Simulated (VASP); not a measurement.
# InSe2 (P4/nmm) in VASP: a series of runs

InSe2 is run at these levels: PBEsol; tasks: single point.

Everything below comes from runs of VASP 6.6.1. Logs are shortened: lines on timing, memory, paths and dates and some standing lists are left out, and cuts for length are marked.

### 1 The cell of the first run

Symmetry: P4/nmm, No. 129, tetragonal system. Conventional cell: a = 4.139 Å, b = 4.139 Å, c = 9.341 Å, α = 90.00°, β = 90.00°, γ = 90.00°. Within 4.2 Å of In (site symmetry 4mm) lie 9 Se at 3.00 to 3.45 Å and 4 In at 4.14 Å. Se (site symmetry 4mm) has 5 In at 3.00 to 3.16 Å and 12 Se at 3.84 to 4.14 Å within 4.2 Å. Within 4.2 Å of Se (site symmetry -4m2) lie 12 Se at 2.93 to 4.14 Å and 4 In at 3.45 Å.

### 2 Single point, PBEsol (strain +0.080 along x and y, +0.000 along z)

INCAR reads:

```
SYSTEM = InSe2
  ALGO = Normal
  EDIFF = 1E-7
  ENCUT = 520
  GGA = PS
  ISIF = 2
  ISMEAR = 0
  LASPH = .TRUE.
  LCHARG = .TRUE.
  LELF = .TRUE.
  LREAL = .FALSE.
  LVHAR = .TRUE.
  LWAVE = .FALSE.
  NBANDS = 34
  NELM = 100
  PREC = Accurate
  SIGMA = 0.15
```

KPOINTS reads:

```
k-points
0
G
  12 12 6
  0 0 0
```

POSCAR reads:

```
InSe2
1.0
    4.1394079591      0.0000000000      0.0000000000
    0.0000000000      4.1394079591      0.0000000000
    0.0000000000      0.0000000000      9.3405131992
In Se
2 4
Direct
    0.0000000000      0.5000000000      0.7051148767
    0.5000000000      0.0000000000      0.2948851233
    0.0000000000      0.5000000000      0.3669879178
    0.5000000000      0.0000000000      0.6330120822
    0.0000000000      0.0000000000      0.0000000000
    0.5000000000      0.5000000000      0.0000000000
```

Potentials or basis: VASP PAW PBE potentials, release 64 (In_d, Se).

Command:

```console
> cat potpaw_PBE.64/In_d/POTCAR potpaw_PBE.64/Se/POTCAR > POTCAR
> mpirun -np 1 vasp_std > vasp.out
```

OUTCAR:

```text
SYSTEM = InSe2
   EDIFF = 1E-7
   ENCUT = 520
   GGA = PS
   ISIF = 2
   ISMEAR = 0
   LASPH = .TRUE.
   LREAL = .FALSE.
   NELM = 100
   PREC = Accurate

 ion  position               nearest neighbor table
   1  0.000  0.500  0.705-   4 3.00   4 3.00   4 3.00   4 3.00   3 3.16
   2  0.500  0.000  0.295-   3 3.00   3 3.00   3 3.00   3 3.00   4 3.16
   3  0.000  0.500  0.367-   2 3.00   2 3.00   2 3.00   2 3.00   1 3.16
   4  0.500  0.000  0.633-   1 3.00   1 3.00   1 3.00   1 3.00   2 3.16
   5  0.000  0.000  0.000-
   6  0.500  0.500  0.000-

  LATTYP: Found a simple tetragonal cell.
 ALAT       =     4.1394079591
 C/A-ratio  =     2.2564852973

  Lattice vectors:

 A1 = (   4.1394079591,   0.0000000000,   0.0000000000)
 A2 = (   0.0000000000,   4.1394079591,   0.0000000000)
 A3 = (   0.0000000000,   0.0000000000,   9.3405131992)

Analysis of symmetry for initial positions (statically):
=====================================================================
 Subroutine PRICEL returns:
 Original cell was already a primitive cell.

 Routine SETGRP: Setting up the symmetry group for a
 simple tetragonal supercell.

 Subroutine GETGRP returns: Found 16 space group operations
 (whereof  8 operations were pure point group operations)
 out of a pool of 16 trial point group operations.

The static configuration has the point symmetry D_2d.
 The point group associated with its full space group is D_4h.

Analysis of symmetry for dynamics (positions and initial velocities):
=====================================================================
 Subroutine PRICEL returns:
 Original cell was already a primitive cell.

 Routine SETGRP: Setting up the symmetry group for a
 simple tetragonal supercell.

 Subroutine GETGRP returns: Found 16 space group operations
 (whereof  8 operations were pure point group operations)
 out of a pool of 16 trial point group operations.

The dynamic configuration has the point symmetry D_2d.
 The point group associated with its full space group is D_4h.

 Subroutine INISYM returns: Found 16 space group operations
 (whereof  8 operations are pure point group operations),
 and found     1 'primitive' translations

----------------------------------------------------------------------------------------

                                     Primitive cell

  volume of cell :     160.0469

  direct lattice vectors                    reciprocal lattice vectors
     4.139407959  0.000000000  0.000000000     0.241580441  0.000000000  0.000000000
     0.000000000  4.139407959  0.000000000     0.000000000  0.241580441  0.000000000
     0.000000000  0.000000000  9.340513199     0.000000000  0.000000000  0.107060499

  length of vectors
     4.139407959  4.139407959  9.340513199     0.241580441  0.241580441  0.107060499

  position of ions in fractional coordinates (direct lattice)
     0.000000000  0.500000000  0.705114877
     0.500000000  0.000000000  0.294885123
     0.000000000  0.500000000  0.366987918
     0.500000000  0.000000000  0.633012082
     0.000000000  0.000000000  0.000000000
     0.500000000  0.500000000  0.000000000

  ion indices of the primitive-cell ions
   primitive index   ion index
                 1           1
                 2           2
                 3           3
                 4           4
                 5           5
                 6           6

----------------------------------------------------------------------------------------

 KPOINTS: k-points

Automatic generation of k-mesh.
 Grid dimensions read from file:
 generate k-points for:   12   12    6

 Generating k-lattice:

  Cartesian coordinates                     Fractional coordinates (reciprocal lattice)
     0.020131703  0.000000000  0.000000000     0.083333333  0.000000000  0.000000000
     0.000000000  0.020131703  0.000000000     0.000000000  0.083333333  0.000000000
     0.000000000  0.000000000  0.017843416     0.000000000  0.000000000  0.166666667

  Length of vectors
     0.020131703  0.020131703  0.017843416

  Shift w.r.t. Gamma in fractional coordinates (k-lattice)
     0.000000000  0.000000000  0.000000000

 Subroutine IBZKPT returns following result:
 ===========================================

 Found    112 irreducible k-points:

 Following reciprocal coordinates:
            Coordinates               Weight
  0.000000  0.000000  0.000000      1.000000
  0.083333  0.000000  0.000000      4.000000
  0.166667  0.000000  0.000000      4.000000
  0.250000  0.000000  0.000000      4.000000
  0.333333  0.000000  0.000000      4.000000
  0.416667  0.000000  0.000000      4.000000
[... 16 lines left out ...]
  0.333333  0.333333  0.000000      4.000000
  0.416667  0.333333  0.000000      8.000000
 [... further k-points ...]
   k-points           NKPTS =    112   k-points in BZ     NKDIM =    112   number of bands    NBANDS=     34
   number of dos      NEDOS =    301   number of ions     NIONS =      6
   total plane-waves  NPLWV =  71680
   dimension x,y,z NGX =    32 NGY =   32 NGZ =   70
   dimension x,y,z NGXF=    64 NGYF=   64 NGZF=  140
   ions per type =               2   4
   NGX,Y,Z   is equivalent  to a cutoff of  12.85, 12.85, 12.46 a.u.
   NGXF,Y,Z  is equivalent  to a cutoff of  25.70, 25.70, 24.92 a.u.
 SYSTEM =  InSe2
   PREC   = accura    normal or accurate (medium, high low for compatibility)
   ISTART =      0    job   : 0-new  1-cont  2-samecut
   ICHARG =      2    charge: 1-file 2-atom 10-const
   ISPIN  =      1    spin polarized calculation?
   LNONCOLLINEAR =      F non collinear calculations
   LSORBIT =      F    spin-orbit coupling
   LASPH  =      T    aspherical Exc in radial PAW
   ENCUT  =  520.0 eV  38.22 Ry    6.18 a.u.   7.70  7.70 17.37*2*pi/ulx,y,z
   NELM   =    100;   NELMIN=  2; NELMDL= -5     # of ELM steps
   EDIFF  = 0.1E-06   stopping-criterion for ELM
   LREAL  =      F    real-space projection
   EDIFFG = 0.1E-05   stopping-criterion for IOM
   NSW    =      0    number of steps for IOM
   IBRION =     -1    ionic relax: 0-MD 1-quasi-New 2-CG
   NFREE  =      0    steps in history (QN), initial steepest desc. (CG)
   ISIF   =      2    stress and relaxation
   ISYM   =      2    0-nonsym 1-usesym 2-fastsym
   POTIM  = 0.5000    time-step for ionic-motion
   TEBEG  =    0.0;   TEEND  =   0.0 temperature during run
   PSTRESS=    0.0 pullay stress
   NELECT =      50.0000    total number of electrons
   NUPDOWN=      -1.0000    fix difference up-down
   EMIN   =  10.00;   EMAX   =-10.00  energy-range for DOS
   EFERMI =   0.00;   METHOD = LEGACY
   ISMEAR =     0;   SIGMA  =   0.15  broadening in eV -4-tet -1-fermi 0-gaus
   EFERMI_NEDOS =   21; number of points for ismear=-14 and -15
   IALGO  =     38    algorithm
   IMIX   =      4    mixing-type and parameters
     AMIX     =   0.40;   BMIX     =  1.00
     AMIX_MAG =   1.60;   BMIX_MAG =  1.00
  volume/ion in A,a.u.               =      26.67       180.01
  Fermi-wavevector in a.u.,A,eV,Ry     =   1.110834  2.099172 16.788934  1.233952
  Thomas-Fermi vector in A             =   2.247390
   LORBIT       =      0    0 simple, 1 ext, 2 COOP (PROOUT), +10 PAW based schemes
   GGA     = PS    functional components
   LHFCALC =     F    Hartree Fock is set to
   AEXX    =    0.0000 exact exchange contribution
   IVDW    =     0    specifies the selected vdW correction
   LEPSILON=     F    determine dielectric tensor
   LRPA    =     F    only Hartree local field effects (RPA)
 non-spin polarized calculation
 Gauss-broadening in eV      SIGMA  =   0.15
  energy-cutoff  :      520.00
  volume of cell :      160.05
 maximum number of plane-waves:      4338
 NGX is ok and might be reduce to    32
   NGX = 15   NGY = 15   NGZ = 35

 number of electron      49.9999986 magnetization

 Free energy of the ion-electron system (eV)
  ---------------------------------------------------
  ext. energy  EPLUGINS =         0.00000000
  ---------------------------------------------------
  free energy    TOTEN  =       -21.82505631 eV

  energy without entropy =      -21.79251589  energy(sigma->0) =      -21.80878610

 E-fermi :   3.6543     XC(G=0):  -9.6646

 val. band max:        3.6401510037   @ k =   0.0833   0.0833   0.3333
 cond. band min:       3.6554771633   @ k =   0.4167   0.1667   0.5000
 fundamental gap:      0.0153261595
 Fermi energy:         3.6543455414

 k-point     1 :       0.0000    0.0000    0.0000
  band No.  band energies     occupation
      1     -10.4575      2.00000
      2     -10.4495      2.00000
      3     -10.3369      2.00000
      4     -10.3328      2.00000
      5     -10.3198      2.00000
      6     -10.3198      2.00000
[... 26 lines left out ...]
     33       9.4507      0.00000
     34       9.4798      0.00000

 k-point     2 :       0.0833    0.0000    0.0000
  band No.  band energies     occupation
      1     -10.4450      2.00000
      2     -10.4440      2.00000
      3     -10.3345      2.00000
      4     -10.3306      2.00000
      5     -10.3214      2.00000
      6     -10.3197      2.00000
[... 26 lines left out ...]
     33       9.4559      0.00000
     34       9.5771      0.00000

 k-point     3 :       0.1667    0.0000    0.0000
  band No.  band energies     occupation
      1     -10.4327      2.00000
      2     -10.4165      2.00000
      3     -10.3284      2.00000
      4     -10.3267      2.00000
      5     -10.3250      2.00000
      6     -10.3218      2.00000
[... 26 lines left out ...]
     33       9.5443      0.00000
     34       9.6093      0.00000
[... 704 lines left out ...]
 k-point    23 :       0.3333    0.3333    0.0000
  band No.  band energies     occupation
      1     -10.4544      2.00000
      2     -10.4424      2.00000
      3     -10.3538      2.00000
      4     -10.3442      2.00000
      5     -10.3359      2.00000
      6     -10.3346      2.00000
[... 26 lines left out ...]
     33       8.8227      0.00000
     34      10.2534      0.00000

 k-point    24 :       0.4167    0.3333    0.0000
  band No.  band energies     occupation
      1     -10.4706      2.00000
      2     -10.4653      2.00000
      3     -10.3527      2.00000
      4     -10.3483      2.00000
      5     -10.3337      2.00000
      6     -10.3327      2.00000
[... 26 lines left out ...]
     33       9.3760      0.00000
     34      10.1739      0.00000

 [... further k-points ...]

------------------------ aborting loop because EDIFF is reached ----------------------------------------

  FORCE on cell =-STRESS in cart. coord.  units (eV):
  Direction    XX          YY          ZZ          XY          YZ          ZX
  --------------------------------------------------------------------------------------
  -------------------------------------------------------------------------------------
  Total      -10.8001086    -10.8001086     -3.2349206      0.0000000      0.0000000      0.0000000
  in kB     -108.1163826   -108.1163826    -32.3837407      0.0000000      0.0000000      0.0000000
  external PRESSURE =     -82.8721687 kB  Pullay stress =       0.0000000 kB

 VOLUME and BASIS-vectors are now :
 -----------------------------------------------------------------------------
  energy-cutoff  :      520.00
  volume of cell :      160.05
      direct lattice vectors                 reciprocal lattice vectors
     4.139407959  0.000000000  0.000000000     0.241580441  0.000000000  0.000000000
     0.000000000  4.139407959  0.000000000     0.000000000  0.241580441  0.000000000
     0.000000000  0.000000000  9.340513199     0.000000000  0.000000000  0.107060499

 POSITION                                       TOTAL-FORCE (eV/Angst)
 -----------------------------------------------------------------------------------
      0.00000      2.06970      6.58613        -0.000000      0.000000     -0.460886
      2.06970      0.00000      2.75438        -0.000000      0.000000      0.460886
      0.00000      2.06970      3.42786        -0.000000      0.000000     -0.038348
      2.06970      0.00000      5.91266         0.000000      0.000000      0.038348
      0.00000      0.00000      0.00000        -0.000000      0.000000      0.000000
      2.06970      2.06970      0.00000         0.000000     -0.000000      0.000000
 -----------------------------------------------------------------------------------
    total drift:                                0.000000      0.000000      0.000000

  FREE ENERGIE OF THE ION-ELECTRON SYSTEM (eV)
  ---------------------------------------------------
  free  energy   TOTEN  =       -21.8250563066 eV

  energy  without entropy=      -21.7925158904  energy(sigma->0) =      -21.80878610
```

It took 3.8 min on 1 thread of Intel Xeon 6975P-C (Granite Rapids), shared host; peak memory 0.6 GiB.

What came out:

* Free energy: -21.8251 eV
* Pressure: -8.3 GPa
* Largest force: 0.461 eV/Å
* Band gap on the k mesh: zero (bands 25 and 26 overlap by 1.55 eV)

Forces in eV/Å, atoms in the order of the input:
```
In   0.000  0.000 -0.461
In   0.000  0.000  0.461
Se   0.000  0.000 -0.038
Se   0.000  0.000  0.038
Se   0.000  0.000  0.000
Se   0.000  0.000  0.000
```

Caveat: the cell differs from its parent crystal (strain +0.080 along x and y, +0.000 along z); the stress differs along the axes, from -11 to -3 GPa; the PAW data sets were made with another functional, which shifts forces and pressure a little; spin-orbit coupling is left out, which moves the levels of the heavy elements.

### 3 Single point, PBEsol (strain +0.080 along x and y, +0.080 along z)

INCAR reads:

```
PREC = Accurate
ENCUT = 520
EDIFF = 1E-7
ISMEAR = 0
SIGMA = 0.15
LREAL = False
LASPH = True
NELM = 60
ALGO = Normal
ISIF = 2
LWAVE = False
LCHARG = True
GGA = PS
LELF = True
LVHAR = True
NBANDS = 34
```

KPOINTS reads:

```
regular mesh
0
Gamma
  12 12 6
```

Edit POSCAR of step 2 so:

```diff
@@ -4,3 +4,3 @@
     0.0000000000      4.1394079591      0.0000000000
-    0.0000000000      0.0000000000      9.3405131992
+    0.0000000000      0.0000000000     10.0877542551
 In Se
```

Potentials or basis: VASP PAW PBE potentials, release 64 (In_d, Se).

Command:

```console
> cat potpaw_PBE.64/In_d/POTCAR potpaw_PBE.64/Se/POTCAR > POTCAR
> mpirun -np 1 vasp_std > vasp.out
```

OUTCAR:

```text
PREC = Accurate
   ENCUT = 520
   EDIFF = 1E-7
   ISMEAR = 0
   LREAL = False
   LASPH = True
   NELM = 60
   ISIF = 2
   GGA = PS

 ion  position               nearest neighbor table
   1  0.000  0.500  0.705-   4 3.02   4 3.02   4 3.02   4 3.02
   2  0.500  0.000  0.295-   3 3.02   3 3.02   3 3.02   3 3.02
   3  0.000  0.500  0.367-   2 3.02   2 3.02   2 3.02   2 3.02
   4  0.500  0.000  0.633-   1 3.02   1 3.02   1 3.02   1 3.02
   5  0.000  0.000  0.000-
   6  0.500  0.500  0.000-
[... 1098 lines left out ...]
  -------------------------------------------------------------------------------------
  Total      -12.0556139    -12.0556139     -4.9374875      0.0000000     -0.0000000      0.0000000
  in kB     -111.7452213   -111.7452213    -45.7662828      0.0000000     -0.0000000      0.0000000
  external PRESSURE =     -89.7522418 kB  Pullay stress =       0.0000000 kB

 VOLUME and BASIS-vectors are now :
 -----------------------------------------------------------------------------
  energy-cutoff  :      520.00
  volume of cell :      172.85
      direct lattice vectors                 reciprocal lattice vectors
     4.139407959  0.000000000  0.000000000     0.241580441  0.000000000  0.000000000
     0.000000000  4.139407959  0.000000000     0.000000000  0.241580441  0.000000000
     0.000000000  0.000000000 10.087754255     0.000000000  0.000000000  0.099130091

 POSITION                                       TOTAL-FORCE (eV/Angst)
 -----------------------------------------------------------------------------------
      0.00000      2.06970      7.11303         0.000000     -0.000000     -0.391864
      2.06970      0.00000      2.97473         0.000000     -0.000000      0.391864
      0.00000      2.06970      3.70208         0.000000     -0.000000     -0.195162
      2.06970      0.00000      6.38567        -0.000000     -0.000000      0.195162
      0.00000      0.00000      0.00000         0.000000      0.000000     -0.000000
      2.06970      2.06970      0.00000         0.000000     -0.000000     -0.000000
 -----------------------------------------------------------------------------------
    total drift:                                0.000000      0.000000      0.000000

  FREE ENERGIE OF THE ION-ELECTRON SYSTEM (eV)
  ---------------------------------------------------
  free  energy   TOTEN  =       -21.5093468285 eV

  energy  without entropy=      -21.4818161216  energy(sigma->0) =      -21.49558148
```

stdout:

```text
POSCAR found type information on POSCAR InSe
 POSCAR found :  2 types and       6 ions
 scaLAPACK will be used
 -----------------------------------------------------------------------------
|                                                                             |
|                                                                             |
|     You enforced a specific xc type in the INCAR file but a different       |
|     I HOPE YOU KNOW WHAT YOU ARE DOING!                                     |
|                                                                             |
 -----------------------------------------------------------------------------

 LDA part: xc-table for (Slater+PW92), standard interpolation
 POSCAR, INCAR and KPOINTS ok, starting setup
 FFT: planning ... GRIDC
 FFT: planning ... GRID_SOFT
 FFT: planning ... GRID
 WAVECAR not read
 entering main loop
```

It took 4.2 min on 1 thread of Intel Xeon 6975P-C (Granite Rapids), shared host; peak memory 0.63 GiB.

Results:

```
Free energy            : -21.5093 eV
Pressure               : -9.0 GPa
Largest force          : 0.392 eV/Å
Band gap on the k mesh : zero (bands 25 and 26 overlap by 1.46 eV)
```

Forces on the atoms (eV/Å):
```
In   0.000  0.000 -0.392
In   0.000  0.000  0.392
Se   0.000  0.000 -0.195
Se   0.000  0.000  0.195
Se   0.000  0.000  0.000
Se   0.000  0.000  0.000
```

Caveat: the cell differs from its parent crystal (strain +0.080 along x and y, +0.080 along z); the stress differs along the axes, from -11 to -5 GPa; the PAW data sets were made with another functional, which shifts forces and pressure a little; spin-orbit coupling is left out, which moves the levels of the heavy elements.

The gap in the log of VASP goes by the Fermi energy; the results here count the filled bands.